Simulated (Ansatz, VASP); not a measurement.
**BaTiO3: VASP beside Ansatz**

```
Ba Ti O
1.0
     3.95439    0.00000    0.00000
     0.00000    3.95439    0.00000
     0.00000    0.00000    4.15217
Ba Ti O
1 1 3
Direct
  0.00000 0.00000 0.00000
  0.50000 0.50000 0.50000
  0.50000 0.50000 0.00000
  0.50000 0.00000 0.50000
  0.00000 0.50000 0.50000
```

Alike in both runs: task single point; functional PBE; k mesh 8 × 8 × 8; occupations gaussian, width 0.05 eV; no spin polarisation.

|  | VASP | Ansatz |
| --- | --- | --- |
| version | VASP 6.6.1 | Ansatz 0.2.0 |
| potentials or method | VASP PAW PBE potentials, release 64 (Ba_sv, Ti_sv, O), cutoff 520 eV | scalar-relativistic, plane waves, PAW |
| valence electrons in the cell | 40 | 40 |

```csv
,VASP,Ansatz,Ansatz less VASP
gap on the k mesh at the Fermi level (eV),1.63,1.69,+0.058
least direct gap on the mesh (eV),1.83,1.86,+0.030
pressure (GPa),2.3,0.5,-1.72
"traceless stress, the component that is largest in VASP (GPa)",-5.73,-5.50,+0.222
```

Neither program's run includes spin-orbit coupling.
